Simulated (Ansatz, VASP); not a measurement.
# MoS2 in VASP and in Ansatz

```xyz
3
Lattice="3.1779 0.0000 0.0000 -1.5890 2.7522 0.0000 0.0000 0.0000 6.5262" Properties=species:S:1:pos:R:3 pbc="T T T"
Mo    0.0000    0.0000    0.0000
S     0.0000    1.8348    1.7844
S     0.0000    1.8348    4.7418
```

Alike in both runs: task single point; functional PBE; dispersion D3(BJ); k mesh 12 × 12 × 4; occupations gaussian, width 0.05 eV; no spin polarisation.

|  | VASP | Ansatz |
| --- | --- | --- |
| version | VASP 6.6.1 | Ansatz 0.2.0 |
| potentials or method | VASP PAW PBE potentials, release 64 (Mo_sv, S), cutoff 500 eV | scalar-relativistic, plane waves, PAW |
| valence electrons in the cell | 26 | 26 |

VASP gave:

| Item | Value |
| --- | --- |
| gap on the k mesh at the Fermi level (eV) | 0.65 |
| least direct gap on the mesh (eV) | 1.36 |
| pressure (GPa) | -15.9 |
| traceless stress, the component that is largest in VASP (GPa) | -10.68 |
| rms of the force components (eV/Å) | 1.670 |

**Question.** Estimate Ansatz's values.

**Answer.** gap on the k mesh at the Fermi level (eV): 0.65; least direct gap on the mesh (eV): 1.35; pressure (GPa): -15.9; traceless stress, the component that is largest in VASP (GPa): -10.67; rms of the force components (eV/Å): 1.666.

Atom by atom the forces differ by 0.004 eV/Å (rms over components).
